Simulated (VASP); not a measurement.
# Al (Im-3m) in VASP: notebook, part 2 of 2

VASP 6.6.1.

**3. Single point, PBEsol+D3(BJ)**

The input, INCAR:

```
PREC = Accurate
ENCUT = 500
EDIFF = 1E-6
ISMEAR = -1
SIGMA = 0.05
LREAL = False
LASPH = True
NELM = 120
ALGO = Normal
ISIF = 2
LWAVE = False
LCHARG = False
GGA = PS
IVDW = 12
NBANDS = 8
GGA_COMPAT = False
```

The input, KPOINTS:

```
regular mesh
0
Gamma
  13 13 13
```

The input, POSCAR:

```
Al
1.0
   -1.5912185000      1.5912185000      1.5912185000
    1.5912185000     -1.5912185000      1.5912185000
    1.5912185000      1.5912185000     -1.5912185000
Al
1
Direct
    0.0000000000      0.0000000000      0.0000000000
```

Potentials or basis: VASP PAW PBE potentials, release 64 (Al).

On the command line:

```console
> cat potpaw_PBE.64/Al/POTCAR > POTCAR
> mpirun -np 1 vasp_std > vasp.out
```

OUTCAR:

```text
PREC = Accurate
   ENCUT = 500
   EDIFF = 1E-6
   ISMEAR = -1
   LREAL = False
   LASPH = True
   NELM = 120
   ISIF = 2
   GGA = PS
   IVDW = 12
 IVDW          = 12

 ion  position               nearest neighbor table
   1  0.000  0.000  0.000-

  LATTYP: Found a body centered cubic cell.
 ALAT       =     3.1824370000

  Lattice vectors:

 A1 = (  -1.5912185000,   1.5912185000,   1.5912185000)
 A2 = (   1.5912185000,  -1.5912185000,   1.5912185000)
 A3 = (   1.5912185000,   1.5912185000,  -1.5912185000)

Analysis of symmetry for initial positions (statically):
=====================================================================
 Subroutine PRICEL returns:
 Original cell was already a primitive cell.

 Routine SETGRP: Setting up the symmetry group for a
 body centered cubic supercell.

 Subroutine GETGRP returns: Found 48 space group operations
 (whereof 48 operations were pure point group operations)
 out of a pool of 48 trial point group operations.

The static configuration has the point symmetry O_h .

Analysis of symmetry for dynamics (positions and initial velocities):
=====================================================================
 Subroutine PRICEL returns:
 Original cell was already a primitive cell.

 Routine SETGRP: Setting up the symmetry group for a
 body centered cubic supercell.

 Subroutine GETGRP returns: Found 48 space group operations
 (whereof 48 operations were pure point group operations)
 out of a pool of 48 trial point group operations.

The dynamic configuration has the point symmetry O_h .

 Subroutine INISYM returns: Found 48 space group operations
 (whereof 48 operations are pure point group operations),
 and found     1 'primitive' translations

----------------------------------------------------------------------------------------
[... 109 lines left out ...]
   IMIX   =      4    mixing-type and parameters
     AMIX     =   0.40;   BMIX     =  1.00
     AMIX_MAG =   1.60;   BMIX_MAG =  1.00
  volume/ion in A,a.u.               =      16.12       108.75
  Fermi-wavevector in a.u.,A,eV,Ry     =   0.934757  1.766435 11.888374  0.873771
  Thomas-Fermi vector in A             =   2.061595
   LORBIT       =      0    0 simple, 1 ext, 2 COOP (PROOUT), +10 PAW based schemes
   GGA     = PS    functional components
   LHFCALC =     F    Hartree Fock is set to
   AEXX    =    0.0000 exact exchange contribution
   IVDW    =    12    specifies the selected vdW correction
   LEPSILON=     F    determine dielectric tensor
   LRPA    =     F    only Hartree local field effects (RPA)
 non-spin polarized calculation
  energy-cutoff  :      500.00
  volume of cell :       16.12
 maximum number of plane-waves:       420
   NGX =  9   NGY =  9   NGZ =  9

 number of electron       3.0000000 magnetization

 Free energy of the ion-electron system (eV)
  ---------------------------------------------------
  ext. energy  EPLUGINS =         0.00000000
  ---------------------------------------------------
  free energy    TOTEN  =        -3.99476992 eV

  energy without entropy =       -3.99214942  energy(sigma->0) =       -3.99345967

 E-fermi :   8.2220     XC(G=0): -10.3473

 val. band max:        8.0905455900   @ k =   0.3077   0.1538  -0.0000
 cond. band min:       8.2507973070   @ k =  -0.3846   0.3846   0.1538
 fundamental gap:      0.1602517170
 Fermi energy:         8.2219773052

 k-point     1 :       0.0000    0.0000    0.0000
  band No.  band energies     occupation
      1      -3.0916      2.00000
      2      21.5843      0.00000
      3      21.5843      0.00000
      4      21.5843      0.00000
      5      23.2250      0.00000
      6      23.2250      0.00000
      7      23.2250      0.00000
      8      24.6688      0.00000
[... 243 lines left out ...]
 k-point    24 :       0.2308    0.0769    0.0769
  band No.  band energies     occupation
      1      -0.0120      2.00000
      2      10.6428      0.00000
      3      14.4606      0.00000
      4      15.0923      0.00000
      5      22.8158      0.00000
      6      23.3227      0.00000
      7      26.9338      0.00000
      8      27.2394      0.00000

 [... further k-points ...]

------------------------ aborting loop because EDIFF is reached ----------------------------------------

 Edisp (eV)   -0.32540

 E8    (eV) :    -0.2192

  FORCE on cell =-STRESS in cart. coord.  units (eV):
  Direction    XX          YY          ZZ          XY          YZ          ZX
  --------------------------------------------------------------------------------------
  -------------------------------------------------------------------------------------
  Total      -0.13467    -0.13467    -0.13467    -0.00000    -0.00000    -0.00000
  in kB     -13.38894   -13.38894   -13.38894    -0.00000    -0.00000    -0.00000
  external pressure =      -13.39 kB  Pullay stress =        0.00 kB

 VOLUME and BASIS-vectors are now :
 -----------------------------------------------------------------------------
  energy-cutoff  :      500.00
  volume of cell :       16.12
      direct lattice vectors                 reciprocal lattice vectors
    -1.591218500  1.591218500  1.591218500     0.000000000  0.314224602  0.314224602
     1.591218500 -1.591218500  1.591218500     0.314224602  0.000000000  0.314224602
     1.591218500  1.591218500 -1.591218500     0.314224602  0.314224602  0.000000000

 POSITION                                       TOTAL-FORCE (eV/Angst)
 -----------------------------------------------------------------------------------
      0.00000      0.00000      0.00000         0.000000      0.000000     -0.000000
 -----------------------------------------------------------------------------------
    total drift:                                0.000000      0.000000     -0.000000

  FREE ENERGIE OF THE ION-ELECTRON SYSTEM (eV)
  ---------------------------------------------------
  free  energy   TOTEN  =        -4.3201689434 eV

  energy  without entropy=       -4.3175484479  energy(sigma->0) =       -4.31885870
```

OSZICAR:

```text
N       E                     dE             d eps       ncg     rms          rms(c)
DAV:   1    -0.258932572612E+01   -0.25893E+01   -0.87087E+02  1352   0.197E+02
DAV:   2    -0.401732439958E+01   -0.14280E+01   -0.13845E+01  1856   0.187E+01
DAV:   3    -0.402524874054E+01   -0.79243E-02   -0.79236E-02  1656   0.148E+00
DAV:   4    -0.402527371060E+01   -0.24970E-04   -0.24971E-04  1936   0.740E-02
DAV:   5    -0.402527377553E+01   -0.64928E-07   -0.65483E-07  1728   0.248E-03    0.139E+00
DAV:   6    -0.400687871309E+01    0.18395E-01   -0.26445E-03  1520   0.206E-01    0.782E-01
DAV:   7    -0.399478749147E+01    0.12091E-01   -0.70845E-03  1552   0.327E-01    0.169E-01
DAV:   8    -0.399477057921E+01    0.16912E-04   -0.30283E-05  1776   0.371E-02    0.114E-02
DAV:   9    -0.399476991545E+01    0.66376E-06   -0.35903E-07  1704   0.297E-03
   1 F= -.43201689E+01 E0= -.43188587E+01  d E =-.262050E-02
```

stdout:

```text
POSCAR found type information on POSCAR Al
 POSCAR found :  1 types and       1 ions
 scaLAPACK will be used
 -----------------------------------------------------------------------------
|                                                                             |
|                                                                             |
|     You enforced a specific xc type in the INCAR file but a different       |
|     I HOPE YOU KNOW WHAT YOU ARE DOING!                                     |
|                                                                             |
 -----------------------------------------------------------------------------

 LDA part: xc-table for (Slater+PW92), standard interpolation
 POSCAR, INCAR and KPOINTS ok, starting setup
 FFT: planning ... GRIDC
 FFT: planning ... GRID_SOFT
 FFT: planning ... GRID
 WAVECAR not read
 entering main loop
```

Wall time 3 s (1 thread of Intel Xeon Platinum 8481C at 2.70GHz (Sapphire Rapids), shared host); peak memory 0.13 GiB.

What came out:

```
Free energy                : -4.3202 eV
Pressure                   : -1.3 GPa
Band gap on the k mesh     : zero (an odd number of electrons rules out a gap without spin polarisation)
Dispersion energy per atom : -0.325 eV
```

Caveat: the PAW data sets were made with another functional, which shifts forces and pressure a little.
